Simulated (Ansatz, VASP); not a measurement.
**One calculation of ZnCu, two programs**

The input INCAR:

```
  ALGO = Normal
  EDIFF = 1E-6
  EDIFFG = -0.005
  ENCUT = 600
  GGA = PE
  IBRION = 2
  ISIF = 3
  ISMEAR = 0
  LASPH = True
  LCHARG = False
  LREAL = False
  LWAVE = False
  NELM = 60
  NSW = 100
  PREC = Accurate
  SIGMA = 0.1
```

The input KPOINTS:

```
k-points
0
Gamma
  14 14 14
```

POSCAR

```
ZnCu
1.0
    2.9205539200      0.0000000000      0.0000000000
    0.0000000000      2.9205539200      0.0000000000
    0.0000000000      0.0000000000      2.9205539200
Zn Cu
1 1
Direct
    0.5000000000      0.5000000000      0.5000000000
    0.0000000000      0.0000000000      0.0000000000
```

Input for Ansatz:

```yaml
crystal:
  lattice:
    - [2.92055392, 0.0, 0.0]
    - [0.0, 2.92055392, 0.0]
    - [0.0, 0.0, 2.92055392]
  atoms:
    - { symbol: Zn, position: [0.5, 0.5, 0.5] }
    - { symbol: Cu, position: [0.0, 0.0, 0.0] }
basis:
  ecutwfc: 420
kpoints:
  mp_grid: { grid: [14, 14, 14] }
hamiltonian:
  xc: pbe
scf:
  occupations: { method: gaussian, width: 0.1 }
output:
  forces: true
  stress: true
  eigenvalues: true
  write_density: true
  write_potential: true
  elf: true
  volumetric_format: npy
relax:
  adjacent_minimum: "off"
  f_tol: 0.005
  max_steps: 80
  cell: { stress_tol: 0.05 }
```

Alike in both runs: task relaxation of cell and atoms; functional PBE; k mesh 14 × 14 × 14; occupations gaussian, width 0.1 eV; no spin polarisation.

```csv
,VASP,Ansatz
version,VASP 6.6.1,Ansatz 0.2.0
potentials or method,"VASP PAW PBE potentials, release 64 (Zn, Cu), cutoff 600 eV","scalar-relativistic, plane waves, PAW"
valence electrons in the cell,23,31
```

|  | VASP | Ansatz | Ansatz less VASP |
| --- | --- | --- | --- |
| gap on the k mesh at the Fermi level, each at its own relaxed structure (eV) | none | none | - |
| relaxed volume (Å³/atom) | 13.07 | 13.01 | -0.056 |
| relaxed length of the cell vector where the two differ most in proportion (Å) | 2.968 | 2.964 | -0.0042 |

A gap of «none» marks a metal or a gap that the smearing closes. VASP's potentials hold 23 valence electrons a cell and Ansatz's 31, so a difference there can come from the potentials and not from the codes.
